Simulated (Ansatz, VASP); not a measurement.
## Ca in VASP and in Ansatz

Contents of INCAR:

```
  ALGO = Fast
  EDIFF = 1E-6
  EDIFFG = -0.005
  ENCUT = 600
  GGA = PS
  IBRION = 2
  ISIF = 3
  ISMEAR = 0
  LASPH = T
  LCHARG = F
  LREAL = F
  LWAVE = F
  NELM = 60
  NSW = 100
  PREC = Accurate
  SIGMA = 0.1
```

KPOINTS

```
k-points
0
Gamma
  14 14 14
```

POSCAR

```
Ca
1.0
    0.0000000000      2.7884079385      2.7884079385
    2.7884079385      0.0000000000      2.7884079385
    2.7884079385      2.7884079385      0.0000000000
Ca
1
Direct
    0.0000000000      0.0000000000      0.0000000000
```

Input for Ansatz:

```yaml
crystal:
  lattice:
    - [0.0, 2.7884079385, 2.7884079385]
    - [2.7884079385, 0.0, 2.7884079385]
    - [2.7884079385, 2.7884079385, 0.0]
  atoms:
    - { symbol: Ca, position: [0.0, 0.0, 0.0] }
basis:
  ecutwfc: 420
kpoints:
  mp_grid: { grid: [14, 14, 14] }
hamiltonian:
  xc: pbesol
scf:
  occupations: { method: gaussian, width: 0.1 }
output:
  forces: true
  stress: true
  eigenvalues: true
relax:
  adjacent_minimum: "off"
  f_tol: 0.005
  max_steps: 80
  cell: { stress_tol: 0.05 }
```

Alike in both runs: task relaxation of cell and atoms; functional PBEsol; k mesh 14 × 14 × 14; occupations gaussian, width 0.1 eV; no spin polarisation.

|  | VASP | Ansatz |
| --- | --- | --- |
| version | VASP 6.6.1 | Ansatz 0.2.0 |
| potentials or method | VASP PAW PBE potentials, release 64 (Ca_sv), cutoff 600 eV | scalar-relativistic, plane waves, PAW |
| valence electrons in the cell | 10 | 10 |

Ansatz gave:

- gap on the k mesh at the Fermi level, each at its own relaxed structure (eV): none
- relaxed volume (Å³/atom): 40.58
- relaxed cell length with the largest relative difference (Å): 3.857

**Question.** Which values does VASP return?

**Answer.** gap on the k mesh at the Fermi level, each at its own relaxed structure (eV): none; relaxed volume (Å³/atom): 40.66; relaxed cell length with the largest relative difference (Å): 3.860.

VASP's potentials were made for PBE, not for PBEsol. A gap of «none» marks a metal or a gap that the smearing closes.
